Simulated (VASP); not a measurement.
# W2O3 (Pn-3m) in VASP: single point with PBE

Aim: the single point of W2O3 with PBE.

Everything below comes from runs of VASP 6.6.1. Logs are shortened: lines on timing, memory, paths and dates and some standing lists are left out, and cuts for length are marked.

### Step 1. The cell of the first run

It takes space group Pn-3m (No. 224, cubic). The conventional cell has a = 4.787 Å, b = 4.787 Å, c = 4.787 Å, α = 90.00°, β = 90.00°, γ = 90.00°. Within 2.7 Å of W (site symmetry -3m) lie 6 O at 2.07 Å. Within 2.7 Å of O (site symmetry -42m) lie 4 W at 2.07 Å and 4 O at 2.39 Å.

### Step 2. Single point, PBE

File INCAR:

```
SYSTEM = W2O3
  ALGO = Normal
  EDIFF = 1E-6
  ENCUT = 520
  GGA = PE
  ISIF = 2
  ISMEAR = -1
  LASPH = .TRUE.
  LCHARG = .FALSE.
  LREAL = .FALSE.
  LWAVE = .FALSE.
  NBANDS = 57
  NELM = 60
  PREC = Accurate
  SIGMA = 0.06122561905347299
```

File KPOINTS:

```
k-points
0
G
  12 12 12
  0 0 0
```

File POSCAR:

```
W2O3
1.0
    4.7870360322      0.0000000000      0.0000000000
    0.0000000000      4.7870360322      0.0000000000
    0.0000000000      0.0000000000      4.7870360322
W O
4 6
Direct
    0.2500000000      0.2500000000      0.2500000000
    0.7500000000      0.7500000000      0.2500000000
    0.7500000000      0.2500000000      0.7500000000
    0.2500000000      0.7500000000      0.7500000000
    0.5000000000      0.0000000000      0.0000000000
    0.0000000000      0.5000000000      0.0000000000
    0.0000000000      0.0000000000      0.5000000000
    0.5000000000      0.5000000000      0.0000000000
    0.5000000000      0.0000000000      0.5000000000
    0.0000000000      0.5000000000      0.5000000000
```

Potentials or basis: VASP PAW PBE potentials, release 64 (W_sv, O).

Started as:

```sh
cat potpaw_PBE.64/W_sv/POTCAR potpaw_PBE.64/O/POTCAR > POTCAR
mpirun -np 1 vasp_std > vasp.out
```

OUTCAR:

```text
SYSTEM = W2O3
   EDIFF = 1E-6
   ENCUT = 520
   GGA = PE
   ISIF = 2
   ISMEAR = -1
   LASPH = .TRUE.
   LREAL = .FALSE.
   NELM = 60
   PREC = Accurate

 ion  position               nearest neighbor table
   1  0.250  0.250  0.250-   5 2.07   6 2.07   7 2.07   8 2.07   9 2.07  10 2.07   2 3.38   3 3.38
                             4 3.38   3 3.38   4 3.38   2 3.38   4 3.38   4 3.38   2 3.38   3 3.38
   2  0.750  0.750  0.250-   5 2.07   6 2.07   7 2.07   8 2.07   9 2.07  10 2.07   1 3.38   3 3.38
                             4 3.38   3 3.38   4 3.38   1 3.38   3 3.38   3 3.38   1 3.38   4 3.38
   3  0.750  0.250  0.750-   5 2.07   6 2.07   7 2.07   8 2.07   9 2.07  10 2.07   1 3.38   2 3.38
                             4 3.38   1 3.38   2 3.38   2 3.38   4 3.38   2 3.38   1 3.38   4 3.38
   4  0.250  0.750  0.750-   5 2.07   6 2.07   7 2.07   8 2.07   9 2.07  10 2.07   1 3.38   2 3.38
                             3 3.38   1 3.38   2 3.38   1 3.38   3 3.38   1 3.38   2 3.38   3 3.38
   5  0.500  0.000  0.000-   1 2.07   2 2.07   3 2.07   4 2.07
   6  0.000  0.500  0.000-   1 2.07   2 2.07   3 2.07   4 2.07
   7  0.000  0.000  0.500-   1 2.07   2 2.07   3 2.07   4 2.07
   8  0.500  0.500  0.000-   1 2.07   2 2.07   3 2.07   4 2.07
   9  0.500  0.000  0.500-   1 2.07   2 2.07   3 2.07   4 2.07
  10  0.000  0.500  0.500-   1 2.07   2 2.07   3 2.07   4 2.07

  LATTYP: Found a simple cubic cell.
 ALAT       =     4.7870360322

  Lattice vectors:

 A1 = (   4.7870360322,   0.0000000000,   0.0000000000)
 A2 = (   0.0000000000,   4.7870360322,   0.0000000000)
 A3 = (   0.0000000000,   0.0000000000,   4.7870360322)

Analysis of symmetry for initial positions (statically):
=====================================================================
 Subroutine PRICEL returns:
 Original cell was already a primitive cell.

 Routine SETGRP: Setting up the symmetry group for a
 simple cubic supercell.

 Subroutine GETGRP returns: Found 48 space group operations
 (whereof 24 operations were pure point group operations)
 out of a pool of 48 trial point group operations.

The static configuration has the point symmetry T_d .
 The point group associated with its full space group is O_h .

Analysis of symmetry for dynamics (positions and initial velocities):
=====================================================================
 Subroutine PRICEL returns:
 Original cell was already a primitive cell.

 Routine SETGRP: Setting up the symmetry group for a
 simple cubic supercell.

 Subroutine GETGRP returns: Found 48 space group operations
[... 130 lines left out ...]
   PSTRESS=    0.0 pullay stress
   NELECT =      92.0000    total number of electrons
   NUPDOWN=      -1.0000    fix difference up-down
   EMIN   =  10.00;   EMAX   =-10.00  energy-range for DOS
   EFERMI =   0.00;   METHOD = LEGACY
   ISMEAR =    -1;   SIGMA  =   0.06  broadening in eV -4-tet -1-fermi 0-gaus
   EFERMI_NEDOS =   21; number of points for ismear=-14 and -15
   IALGO  =     38    algorithm
   IMIX   =      4    mixing-type and parameters
     AMIX     =   0.40;   BMIX     =  1.00
     AMIX_MAG =   1.60;   BMIX_MAG =  1.00
  volume/ion in A,a.u.               =      10.97        74.03
  Fermi-wavevector in a.u.,A,eV,Ry     =   1.543846  2.917447 32.428963  2.383462
  Thomas-Fermi vector in A             =   2.649451
   LORBIT       =      0    0 simple, 1 ext, 2 COOP (PROOUT), +10 PAW based schemes
   GGA     = PE    functional components
   LHFCALC =     F    Hartree Fock is set to
   AEXX    =    0.0000 exact exchange contribution
   IVDW    =     0    specifies the selected vdW correction
   LEPSILON=     F    determine dielectric tensor
   LRPA    =     F    only Hartree local field effects (RPA)
 non-spin polarized calculation
  energy-cutoff  :      520.00
  volume of cell :      109.70
 maximum number of plane-waves:      3016
 NGX is ok and might be reduce to    36
   NGX = 17   NGY = 17   NGZ = 17

 number of electron      91.9999942 magnetization

 Free energy of the ion-electron system (eV)
  ---------------------------------------------------
  ext. energy  EPLUGINS =         0.00000000
  ---------------------------------------------------
  free energy    TOTEN  =       -90.40772719 eV

  energy without entropy =      -90.22363370  energy(sigma->0) =      -90.31568044

 E-fermi :   9.4922     XC(G=0): -12.6527

 val. band max:        9.4915774555   @ k =   0.4167   0.3333   0.3333
 cond. band min:       9.4939143120   @ k =   0.4167   0.4167   0.2500
 fundamental gap:      0.0023368565
 Fermi energy:         9.4922323862

 k-point     1 :       0.0000    0.0000    0.0000
  band No.  band energies     occupation
      1     -65.8411      2.00000
      2     -65.8257      2.00000
      3     -65.8257      2.00000
      4     -65.8257      2.00000
      5     -30.4168      2.00000
      6     -30.4168      2.00000
[... 1429 lines left out ...]
     56      13.4435      0.00000
     57      13.5988      0.00000

 [... further k-points ...]

------------------------ aborting loop because EDIFF is reached ----------------------------------------

  FORCE on cell =-STRESS in cart. coord.  units (eV):
  Direction    XX          YY          ZZ          XY          YZ          ZX
  --------------------------------------------------------------------------------------
  -------------------------------------------------------------------------------------
  Total        9.3134260      9.3134260      9.3134260      0.0000000      0.0000000     -0.0000000
  in kB      136.0253837    136.0253837    136.0253837      0.0000000      0.0000000     -0.0000000
  external PRESSURE =     136.0253837 kB  Pullay stress =       0.0000000 kB

 VOLUME and BASIS-vectors are now :
 -----------------------------------------------------------------------------
  energy-cutoff  :      520.00
  volume of cell :      109.70
      direct lattice vectors                 reciprocal lattice vectors
     4.787036032  0.000000000  0.000000000     0.208897529  0.000000000  0.000000000
     0.000000000  4.787036032  0.000000000     0.000000000  0.208897529  0.000000000
     0.000000000  0.000000000  4.787036032     0.000000000  0.000000000  0.208897529

 POSITION                                       TOTAL-FORCE (eV/Angst)
 -----------------------------------------------------------------------------------
      1.19676      1.19676      1.19676         0.000000     -0.000000      0.000000
      3.59028      3.59028      1.19676        -0.000000     -0.000000     -0.000000
      3.59028      1.19676      3.59028         0.000000      0.000000      0.000000
      1.19676      3.59028      3.59028         0.000000      0.000000      0.000000
      2.39352      0.00000      0.00000        -0.000000      0.000000     -0.000000
      0.00000      2.39352      0.00000        -0.000000      0.000000     -0.000000
      0.00000      0.00000      2.39352        -0.000000      0.000000     -0.000000
      2.39352      2.39352      0.00000        -0.000000     -0.000000     -0.000000
      2.39352      0.00000      2.39352        -0.000000      0.000000      0.000000
      0.00000      2.39352      2.39352        -0.000000     -0.000000     -0.000000
 -----------------------------------------------------------------------------------
    total drift:                               -0.000000      0.000000     -0.000000

  FREE ENERGIE OF THE ION-ELECTRON SYSTEM (eV)
  ---------------------------------------------------
  free  energy   TOTEN  =       -90.4077271880 eV

  energy  without entropy=      -90.2236336990  energy(sigma->0) =      -90.31568044
```

stdout:

```text
POSCAR found type information on POSCAR W O
 POSCAR found :  2 types and      10 ions
 scaLAPACK will be used
 LDA part: xc-table for (Slater+PW92), standard interpolation
 POSCAR, INCAR and KPOINTS ok, starting setup
 FFT: planning ... GRIDC
 FFT: planning ... GRID_SOFT
 FFT: planning ... GRID
 WAVECAR not read
 entering main loop
```

It took 6.5 min on 1 thread of Intel Xeon 8259CL, shared host; peak memory 0.47 GiB.

What came out:

* Free energy: -90.4077 eV
* Pressure: 13.6 GPa
* Band gap on the k mesh: zero (bands 46 and 47 overlap by 0.32 eV)

Caveat: the cell stands under pressure; spin-orbit coupling is left out, which moves the levels of the heavy elements.
